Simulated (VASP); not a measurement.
Here is a VASP 6.6.1 calculation.

The input POSCAR:

```
BP
1.0
    0.0000000000      2.3711050000      2.2690000000
    2.2690000000      0.0000000000      2.2690000000
    2.2690000000      2.3711050000      0.0000000000
B P
1 1
Direct
    0.0000000000      0.0000000000      0.0000000000
    0.7500000000      0.7500000000      0.7500000000
```

Contents of INCAR.step1:

```
SYSTEM = BP
ALGO = Normal ; EDIFF = 1E-4
ENCUT = 520 ; GGA = PE
ISMEAR = 0 ; LASPH = .True.
LCHARG = .False. ; LREAL = .False.
LWAVE = .True. ; NBANDS = 11
NELM = 100 ; PREC = Accurate
SIGMA = 0.05
```

Contents of INCAR.step2:

```
SYSTEM = BP
ALGO = Normal ; EDIFF = 1E-6
ENCUT = 520 ; ISIF = 2
ISMEAR = 0 ; ISTART = 1
LASPH = .True. ; LCHARG = .False.
LMIXTAU = .True. ; LREAL = .False.
LWAVE = .False. ; METAGGA = R2SCAN
NBANDS = 11 ; NELM = 100
PREC = Accurate ; SIGMA = 0.05
```

KPOINTS

```
k-points
0
Gamma
  8 8 8
  0 0 0
```

Potentials or basis: VASP PAW PBE potentials, release 64 (B, P).

Command:

```console
$ cat potpaw_PBE.64/B/POTCAR potpaw_PBE.64/P/POTCAR > POTCAR
$ cp INCAR.step1 INCAR
$ mpirun -np 1 vasp_std > vasp.out
$ cp INCAR.step2 INCAR
$ mpirun -np 1 vasp_std > vasp.out
```

What does it give for the band gap on the k mesh?

1.18 eV, indirect (least direct gap 3.34 eV).

What does it give for the pressure?

-7.5 GPa.

Stress tensor (GPa, compression positive):
```
 -3.16   0.00   0.00
  0.00 -16.05   0.00
  0.00   0.00  -3.16
```

Caveat: the cell differs from its parent crystal (strain +0.0450 x Voigt [0, 1, 0, 0, 0, 0]); the PAW data sets were made with another functional, which shifts forces and pressure a little. A k mesh can miss the band edges.
